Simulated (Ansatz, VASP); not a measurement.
**Two plane-wave programs on Bi**

Contents of INCAR:

```
SYSTEM = Bi
ALGO = Normal
EDIFF = 1E-6
ENCUT = 520
ISIF = 2
ISMEAR = -1
LASPH = .True.
LCHARG = .False.
LREAL = .False.
LWAVE = .False.
NBANDS = 22
NELM = 80
PREC = Accurate
SIGMA = 0.1
```

The input KPOINTS:

```
k-points
0
Gamma
  9 9 9
  0 0 0
```

POSCAR

```
Bi
1.0
    2.2493746200      1.2986737000      3.9104329900
   -2.2493746200      1.2986737000      3.9104329900
    0.0000000000     -2.5973572900      3.9104329900
Bi
2
Direct
    0.2339100000      0.2339100000      0.2339100000
    0.7660900000      0.7660900000      0.7660900000
```

Input for Ansatz:

```yaml
crystal:
  lattice:
    - [2.24937462, 1.2986737, 3.91043299]
    - [-2.24937462, 1.2986737, 3.91043299]
    - [0.0, -2.59735729, 3.91043299]
  atoms:
    - { symbol: Bi, position: [0.23391, 0.23391, 0.23391] }
    - { symbol: Bi, position: [0.76609, 0.76609, 0.76609] }
  symmetry: { tolerance: 0.0003 }
kpoints:
  mp_grid: { grid: [9, 9, 9], shift: [0, 0, 0] }
  band_path:
    path:
      - [0.0, 0.0, 0.0]
      - [0.5, 0.5, 0.5]
      - [0.75980388, 0.24019612, 0.5]
      - [0.5, -0.24019612, 0.24019612]
      - [0.5, 0.0, 0.0]
      - [0.0, 0.0, 0.0]
      - [0.37009806, -0.37009806, 0.0]
      - [0.62990194, 0.0, 0.37009806]
      - [0.5, 0.0, 0.5]
      - [0.0, 0.0, 0.0]
    npoints: 6
magnetization:
  spin_polarized: false
scf:
  occupations: { method: fermi_dirac }
  lower_state_search: "off"
  max_iter: 200
hamiltonian:
  pseudopotentials: { kind: paw }
  xc: lda
basis:
  ecutwfc: 420
  fft_grid_basis: typed
output:
  forces: true
  stress: true
  eigenvalues: true
  bader: true
  populations: true
  elf: true
  write_potential: true
  volumetric_format: npy
  dos:
    e_range: [-12, 8]
    de: 0.05
    projected: { site_lists: { Bi: [Bi] } }
checkpoint:
  read: saved_state
```

Alike in both runs: task single point; functional LDA; k mesh 9 × 9 × 9; no spin polarisation.

```csv
,VASP,Ansatz
version,VASP 6.6.1,Ansatz 0.2.0
potentials or method,"VASP PAW LDA potentials, release 64 (Bi_d), cutoff 520 eV",PAW plane waves
occupations,"fermi-dirac, width 0.1 eV",fermi-dirac
valence electrons in the cell,30,30
```

Ansatz gave:

- pressure (GPa): -0.3
- traceless stress, the component that is largest in VASP (GPa): -0.06
- rms of the force components (eV/Å): 0.103

Task: Which values does VASP return?

Result: Pressure (GPa): -0.2; traceless stress, the component that is largest in VASP (GPa): -0.09; rms of the force components (eV/Å): 0.117.

LDA's correlation is that of Perdew and Zunger in VASP and of Perdew and Wang (1992) in Ansatz. Atom by atom the forces differ by 0.014 eV/Å (rms over components). Ansatz's warnings: structure snapped to symmetry.

Spin-orbit coupling is off throughout.
